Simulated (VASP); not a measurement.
# Te3As5 (Pm-3m) in VASP: further runs

Runs on Te3As5. Level: PBE. Tasks: single point, relaxation of cell and atoms.

Program: VASP 6.6.1. These are calculated values, not measurements. Logs are shortened: lines on timing, memory, paths and dates and some standing lists are left out, and cuts for length are marked.

### Step 1. The cell of the first run

It takes space group Pm-3m (No. 221, cubic). Conventional cell: a = 5.827 Å, b = 5.827 Å, c = 5.827 Å, α = 90.00°, β = 90.00°, γ = 90.00°. Te (site symmetry 4/mmm) has 6 As at 2.91 Å within 3.8 Å. As (site symmetry 4/mmm) has 4 Te at 2.91 Å and 2 As at 2.91 Å within 3.8 Å. As (site symmetry m-3m) has 6 Te at 2.91 Å within 3.8 Å. Within 3.8 Å of As (site symmetry m-3m) lie 6 As at 2.91 Å.

### Step 2. Single point, PBE

File INCAR:

```
  PREC = Accurate
  ENCUT = 520
  EDIFF = 1E-6
  ISMEAR = 0
  SIGMA = 0.1
  LREAL = F
  LASPH = T
  NELM = 60
  ALGO = Normal
  ISIF = 2
  LWAVE = F
  LCHARG = T
  GGA = PE
  LELF = T
  LVHAR = T
  NBANDS = 32
```

File KPOINTS:

```
regular mesh
0
Gamma
  4 4 4
```

File POSCAR:

```
Te3As5
1.0
    5.8268798136      0.0000000000      0.0000000000
    0.0000000000      5.8268798136      0.0000000000
    0.0000000000      0.0000000000      5.8268798136
Te As
3 5
Direct
    0.5000000000      0.0000000000      0.0000000000
    0.0000000000      0.5000000000      0.0000000000
    0.0000000000      0.0000000000      0.5000000000
    0.0000000000      0.5000000000      0.5000000000
    0.5000000000      0.0000000000      0.5000000000
    0.5000000000      0.5000000000      0.0000000000
    0.0000000000      0.0000000000      0.0000000000
    0.5000000000      0.5000000000      0.5000000000
```

Potentials or basis: VASP PAW PBE potentials, release 64 (Te, As).

The run is started by

```
> cat potpaw_PBE.64/Te/POTCAR potpaw_PBE.64/As/POTCAR > POTCAR
> mpirun -np 1 vasp_std > vasp.out
```

OUTCAR:

```text
PREC = Accurate
   ENCUT = 520
   EDIFF = 1E-6
   ISMEAR = 0
   LREAL = F
   LASPH = T
   NELM = 60
   ISIF = 2
   GGA = PE

 ion  position               nearest neighbor table
   1  0.500  0.000  0.000-   5 2.91   6 2.91   7 2.91   5 2.91   6 2.91   7 2.91
   2  0.000  0.500  0.000-   4 2.91   6 2.91   7 2.91   4 2.91   7 2.91   6 2.91
   3  0.000  0.000  0.500-   4 2.91   5 2.91   7 2.91   7 2.91   4 2.91   5 2.91
   4  0.000  0.500  0.500-   2 2.91   3 2.91   8 2.91   2 2.91   3 2.91   8 2.91
   5  0.500  0.000  0.500-   1 2.91   3 2.91   8 2.91   1 2.91   8 2.91   3 2.91
   6  0.500  0.500  0.000-   1 2.91   2 2.91   8 2.91   8 2.91   1 2.91   2 2.91
   7  0.000  0.000  0.000-   1 2.91   2 2.91   3 2.91   3 2.91   2 2.91   1 2.91
   8  0.500  0.500  0.500-   4 2.91   5 2.91   6 2.91   6 2.91   5 2.91   4 2.91

  LATTYP: Found a simple cubic cell.
 ALAT       =     5.8268798136

  Lattice vectors:

 A1 = (   5.8268798136,   0.0000000000,   0.0000000000)
 A2 = (   0.0000000000,   5.8268798136,   0.0000000000)
 A3 = (   0.0000000000,   0.0000000000,   5.8268798136)

Analysis of symmetry for initial positions (statically):
=====================================================================
 Subroutine PRICEL returns:
 Original cell was already a primitive cell.

 Routine SETGRP: Setting up the symmetry group for a
 simple cubic supercell.

 Subroutine GETGRP returns: Found 48 space group operations
 (whereof 48 operations were pure point group operations)
 out of a pool of 48 trial point group operations.

The static configuration has the point symmetry O_h .

Analysis of symmetry for dynamics (positions and initial velocities):
=====================================================================
 Subroutine PRICEL returns:
 Original cell was already a primitive cell.

 Routine SETGRP: Setting up the symmetry group for a
 simple cubic supercell.

 Subroutine GETGRP returns: Found 48 space group operations
 (whereof 48 operations were pure point group operations)
 out of a pool of 48 trial point group operations.

The dynamic configuration has the point symmetry O_h .

 Subroutine INISYM returns: Found 48 space group operations
 (whereof 48 operations are pure point group operations),
 and found     1 'primitive' translations

----------------------------------------------------------------------------------------

                                     Primitive cell

  volume of cell :     197.8373

  direct lattice vectors                    reciprocal lattice vectors
     5.826879814  0.000000000  0.000000000     0.171618436  0.000000000  0.000000000
     0.000000000  5.826879814  0.000000000     0.000000000  0.171618436  0.000000000
     0.000000000  0.000000000  5.826879814     0.000000000  0.000000000  0.171618436

  length of vectors
     5.826879814  5.826879814  5.826879814     0.171618436  0.171618436  0.171618436

  position of ions in fractional coordinates (direct lattice)
     0.500000000  0.000000000  0.000000000
     0.000000000  0.500000000  0.000000000
     0.000000000  0.000000000  0.500000000
     0.000000000  0.500000000  0.500000000
     0.500000000  0.000000000  0.500000000
     0.500000000  0.500000000  0.000000000
     0.000000000  0.000000000  0.000000000
     0.500000000  0.500000000  0.500000000

  ion indices of the primitive-cell ions
   primitive index   ion index
                 1           1
                 2           2
                 3           3
                 4           4
                 5           5
                 6           6
                 7           7
                 8           8

----------------------------------------------------------------------------------------

 KPOINTS: regular mesh

Automatic generation of k-mesh.
 Grid dimensions read from file:
 generate k-points for:    4    4    4

 Generating k-lattice:

  Cartesian coordinates                     Fractional coordinates (reciprocal lattice)
     0.042904609  0.000000000  0.000000000     0.250000000  0.000000000  0.000000000
     0.000000000  0.042904609  0.000000000     0.000000000  0.250000000  0.000000000
     0.000000000  0.000000000  0.042904609     0.000000000  0.000000000  0.250000000

  Length of vectors
     0.042904609  0.042904609  0.042904609

  Shift w.r.t. Gamma in fractional coordinates (k-lattice)
     0.000000000  0.000000000  0.000000000

 Subroutine IBZKPT returns following result:
 ===========================================

 Found     10 irreducible k-points:

 Following reciprocal coordinates:
            Coordinates               Weight
  0.000000  0.000000  0.000000      1.000000
  0.250000  0.000000  0.000000      6.000000
  0.500000  0.000000  0.000000      3.000000
  0.250000  0.250000  0.000000     12.000000
  0.500000  0.250000  0.000000     12.000000
  0.500000  0.500000  0.000000      3.000000
  0.250000  0.250000  0.250000      8.000000
  0.500000  0.250000  0.250000     12.000000
  0.500000  0.500000  0.250000      6.000000
  0.500000  0.500000  0.500000      1.000000
   k-points           NKPTS =     10   k-points in BZ     NKDIM =     10   number of bands    NBANDS=     32
   number of dos      NEDOS =    301   number of ions     NIONS =      8
   total plane-waves  NPLWV = 110592
   dimension x,y,z NGX =    48 NGY =   48 NGZ =   48
   dimension x,y,z NGXF=    96 NGYF=   96 NGZF=   96
   ions per type =               3   5
   NGX,Y,Z   is equivalent  to a cutoff of  13.69, 13.69, 13.69 a.u.
   NGXF,Y,Z  is equivalent  to a cutoff of  27.39, 27.39, 27.39 a.u.
 SYSTEM =  unknown system
   PREC   = accura    normal or accurate (medium, high low for compatibility)
   ISTART =      0    job   : 0-new  1-cont  2-samecut
   ICHARG =      2    charge: 1-file 2-atom 10-const
   ISPIN  =      1    spin polarized calculation?
   LNONCOLLINEAR =      F non collinear calculations
   LSORBIT =      F    spin-orbit coupling
   LASPH  =      T    aspherical Exc in radial PAW
   ENCUT  =  520.0 eV  38.22 Ry    6.18 a.u.  10.83 10.83 10.83*2*pi/ulx,y,z
   NELM   =     60;   NELMIN=  2; NELMDL= -5     # of ELM steps
   EDIFF  = 0.1E-05   stopping-criterion for ELM
   LREAL  =      F    real-space projection
   EDIFFG = 0.1E-04   stopping-criterion for IOM
   NSW    =      0    number of steps for IOM
   IBRION =     -1    ionic relax: 0-MD 1-quasi-New 2-CG
   NFREE  =      0    steps in history (QN), initial steepest desc. (CG)
   ISIF   =      2    stress and relaxation
   ISYM   =      2    0-nonsym 1-usesym 2-fastsym
   POTIM  = 0.5000    time-step for ionic-motion
   TEBEG  =    0.0;   TEEND  =   0.0 temperature during run
   PSTRESS=    0.0 pullay stress
   NELECT =      43.0000    total number of electrons
   NUPDOWN=      -1.0000    fix difference up-down
   EMIN   =  10.00;   EMAX   =-10.00  energy-range for DOS
   EFERMI =   0.00;   METHOD = LEGACY
   ISMEAR =     0;   SIGMA  =   0.10  broadening in eV -4-tet -1-fermi 0-gaus
   EFERMI_NEDOS =   21; number of points for ismear=-14 and -15
   IALGO  =     38    algorithm
   IMIX   =      4    mixing-type and parameters
     AMIX     =   0.40;   BMIX     =  1.00
     AMIX_MAG =   1.60;   BMIX_MAG =  1.00
  volume/ion in A,a.u.               =      24.73       166.88
  Fermi-wavevector in a.u.,A,eV,Ry     =   0.984302  1.860061 13.182004  0.968850
  Thomas-Fermi vector in A             =   2.115524
   LORBIT       =      0    0 simple, 1 ext, 2 COOP (PROOUT), +10 PAW based schemes
   GGA     = PE    functional components
   LHFCALC =     F    Hartree Fock is set to
   AEXX    =    0.0000 exact exchange contribution
   IVDW    =     0    specifies the selected vdW correction
   LEPSILON=     F    determine dielectric tensor
   LRPA    =     F    only Hartree local field effects (RPA)
 non-spin polarized calculation
 Gauss-broadening in eV      SIGMA  =   0.10
  energy-cutoff  :      520.00
  volume of cell :      197.84
 maximum number of plane-waves:      5400
 NGX is ok and might be reduce to    48
   NGX = 21   NGY = 21   NGZ = 21

 number of electron      43.0000004 magnetization

 Free energy of the ion-electron system (eV)
  ---------------------------------------------------
  ext. energy  EPLUGINS =         0.00000000
  ---------------------------------------------------
  free energy    TOTEN  =       -31.90348605 eV

  energy without entropy =      -31.89583356  energy(sigma->0) =      -31.89965980

 E-fermi :   6.1357     XC(G=0):  -9.8846

 val. band max:        5.9766693320   @ k =   0.5000   0.5000   0.0000
 cond. band min:       6.1453316465   @ k =   0.5000   0.5000   0.0000
 fundamental gap:      0.1686623145
 Fermi energy:         6.1356995818

 k-point     1 :       0.0000    0.0000    0.0000
  band No.  band energies     occupation
      1      -8.1328      2.00000
      2      -5.8352      2.00000
      3      -5.8352      2.00000
      4      -5.2523      2.00000
      5      -3.1220      2.00000
      6      -3.1220      2.00000
[... 24 lines left out ...]
     31      10.7560      0.00000
     32      10.7560      0.00000

 k-point     2 :       0.2500    0.0000    0.0000
  band No.  band energies     occupation
      1      -7.9023      2.00000
      2      -6.2741      2.00000
      3      -5.6141      2.00000
      4      -5.1470      2.00000
      5      -3.7358      2.00000
      6      -3.5857      2.00000
[... 24 lines left out ...]
     31      10.6212      0.00000
     32      10.6809      0.00000
[... 243 lines left out ...]
     31       8.2983      0.00000
     32       8.5983      0.00000

 k-point    10 :       0.5000    0.5000    0.5000
  band No.  band energies     occupation
      1      -5.8040      2.00000
      2      -5.8040      2.00000
      3      -5.8040      2.00000
      4      -5.3075      2.00000
      5      -5.0405      2.00000
      6      -5.0405      2.00000
[... 24 lines left out ...]
     31       5.9375      1.99494
     32       5.9375      1.99494

------------------------ aborting loop because EDIFF is reached ----------------------------------------

  FORCE on cell =-STRESS in cart. coord.  units (eV):
  Direction    XX          YY          ZZ          XY          YZ          ZX
  --------------------------------------------------------------------------------------
  -------------------------------------------------------------------------------------
  Total        0.0012123      0.0012123      0.0012123     -0.0000000      0.0000000     -0.0000000
  in kB        0.0098180      0.0098180      0.0098180     -0.0000000      0.0000000     -0.0000000
  external PRESSURE =       0.0098180 kB  Pullay stress =       0.0000000 kB

 VOLUME and BASIS-vectors are now :
 -----------------------------------------------------------------------------
  energy-cutoff  :      520.00
  volume of cell :      197.84
      direct lattice vectors                 reciprocal lattice vectors
     5.826879814  0.000000000  0.000000000     0.171618436  0.000000000  0.000000000
     0.000000000  5.826879814  0.000000000     0.000000000  0.171618436  0.000000000
     0.000000000  0.000000000  5.826879814     0.000000000  0.000000000  0.171618436

 POSITION                                       TOTAL-FORCE (eV/Angst)
 -----------------------------------------------------------------------------------
      2.91344      0.00000      0.00000         0.000000      0.000000      0.000000
      0.00000      2.91344      0.00000         0.000000      0.000000      0.000000
      0.00000      0.00000      2.91344         0.000000      0.000000      0.000000
      0.00000      2.91344      2.91344         0.000000      0.000000      0.000000
      2.91344      0.00000      2.91344         0.000000      0.000000      0.000000
      2.91344      2.91344      0.00000         0.000000      0.000000      0.000000
      0.00000      0.00000      0.00000         0.000000      0.000000      0.000000
      2.91344      2.91344      2.91344         0.000000      0.000000      0.000000
 -----------------------------------------------------------------------------------
    total drift:                                0.000000      0.000000      0.000000

  FREE ENERGIE OF THE ION-ELECTRON SYSTEM (eV)
  ---------------------------------------------------
  free  energy   TOTEN  =       -31.9034860542 eV

  energy  without entropy=      -31.8958335556  energy(sigma->0) =      -31.89965980
```

Wall time 66 s (1 thread of Intel Xeon 6975P-C, shared host); peak memory 0.34 GiB.

What came out:

| Property | Result |
| --- | --- |
| Free energy | -31.9035 eV |
| Pressure | 0.0 GPa |

Caveat: the bands computed are all filled at some k points, so no gap is given; spin-orbit coupling is left out, which moves the levels of the heavy elements.

### Step 3. Single point, PBE

This run uses another cell than the first one, of 27.53 Å³/atom, 1.113 times its volume.

File INCAR:

```
SYSTEM = Te3As5
PREC = Accurate
ENCUT = 520
EDIFF = 1E-6
ISMEAR = 0
SIGMA = 0.1
LREAL = .False.
LASPH = .True.
NELM = 80
ALGO = Normal
ISIF = 2
LWAVE = .False.
LCHARG = .False.
GGA = PE
NBANDS = 32
```

File KPOINTS:

```
Automatic mesh
0
Gamma
  4 4 4
  0 0 0
```

Edit POSCAR of step 2 so:

```diff
@@ -2,5 +2,5 @@
 1.0
-    5.8268798136      0.0000000000      0.0000000000
-    0.0000000000      5.8268798136      0.0000000000
-    0.0000000000      0.0000000000      5.8268798136
+    6.0388510700      0.0000000000      0.0000000000
+    0.0000000000      6.0388510700      0.0000000000
+    0.0000000000      0.0000000000      6.0388510700
 Te As
```

Potentials or basis: VASP PAW PBE potentials, release 64 (Te, As).

The run is started by

```
> cat potpaw_PBE.64/Te/POTCAR potpaw_PBE.64/As/POTCAR > POTCAR
> mpirun -np 1 vasp_std > vasp.out
```

It took 81 s on 1 thread of Intel Xeon 6975P-C, shared host; peak memory 0.34 GiB.

The run converged. Its results:

```
Free energy : -31.4714 eV
Pressure    : -5.6 GPa
```

Levels at points of the mesh, in eV from the Fermi level:
| k point | band 17 | band 18 | band 19 | band 20 | band 21 | band 22 | band 23 | band 24 | band 25 | band 26 |
| --- | --- | --- | --- | --- | --- | --- | --- | --- | --- | --- |
| (0.00, 0.00, 0.00) | -3.51 | -1.92 | -1.92 | -1.92 | 2.52 | 2.52 | 2.52 | 2.89 | 2.89 | 2.89 |
| (0.50, 0.00, 0.00) | -2.47 | -2.28 | -0.88 | -0.41 | -0.28 | -0.25 | 1.22 | 1.36 | 3.10 | 3.10 |
| (0.50, 0.50, 0.00) | -1.67 | -1.64 | -1.19 | -1.19 | -0.07 | 0.05 | 0.05 | 0.19 | 0.41 | 0.48 |
| (0.50, 0.50, 0.50) | -1.09 | -0.87 | -0.87 | -0.87 | -0.84 | -0.84 | -0.84 | -0.47 | -0.47 | -0.46 |

Caveat: the bands computed are all filled at some k points, so no gap is given; spin-orbit coupling is left out, which moves the levels of the heavy elements.

### Step 4. Single point, PBE

This run uses another cell than the first one, of 24.82 Å³/atom, 1.004 times its volume.

File INCAR:

```
SYSTEM = Te3As5
PREC = Accurate ; ENCUT = 520
EDIFF = 1E-6 ; ISMEAR = 0
SIGMA = 0.1 ; LREAL = .False.
LASPH = .True. ; NELM = 100
ALGO = Normal ; ISIF = 2
LWAVE = .False. ; LCHARG = .False.
GGA = PE ; NBANDS = 32
```

File KPOINTS:

```
regular mesh
0
Gamma
  6 6 6
  0 0 0
```

Edit POSCAR of step 3 so:

```diff
@@ -2,5 +2,5 @@
 1.0
-    6.0388510700      0.0000000000      0.0000000000
-    0.0000000000      6.0388510700      0.0000000000
-    0.0000000000      0.0000000000      6.0388510700
+    5.8339799818      0.0000000000      0.0000000000
+    0.0000000000      5.8339799818      0.0000000000
+    0.0000000000      0.0000000000      5.8339799818
 Te As
```

The run is started by

```
> cat potpaw_PBE.64/Te/POTCAR potpaw_PBE.64/As/POTCAR > POTCAR
> mpirun -np 1 vasp_std > vasp.out
```

Wall time 2.2 min (1 thread of Intel Xeon 6975P-C, shared host); peak memory 0.37 GiB.

The run converged. Its results:

* Free energy: -31.6857 eV
* Pressure: 0.0 GPa

Levels at points of the mesh, in eV from the Fermi level:
| k point | band 17 | band 18 | band 19 | band 20 | band 21 | band 22 | band 23 | band 24 | band 25 | band 26 |
| --- | --- | --- | --- | --- | --- | --- | --- | --- | --- | --- |
| (0.00, 0.00, 0.00) | -4.01 | -2.18 | -2.18 | -2.18 | 2.41 | 2.41 | 2.41 | 2.77 | 2.77 | 2.77 |
| (0.50, 0.00, 0.00) | -2.81 | -2.60 | -0.90 | -0.42 | -0.33 | -0.30 | 1.51 | 1.65 | 3.19 | 3.45 |
| (0.50, 0.50, 0.00) | -1.81 | -1.77 | -1.38 | -1.38 | -0.14 | 0.03 | 0.03 | 0.16 | 0.61 | 0.71 |
| (0.50, 0.50, 0.50) | -1.12 | -1.12 | -1.12 | -1.08 | -1.08 | -1.08 | -1.05 | -0.65 | -0.65 | -0.43 |

Caveat: the bands computed are all filled at some k points, so no gap is given; spin-orbit coupling is left out, which moves the levels of the heavy elements.

[end of part 1 of 3]
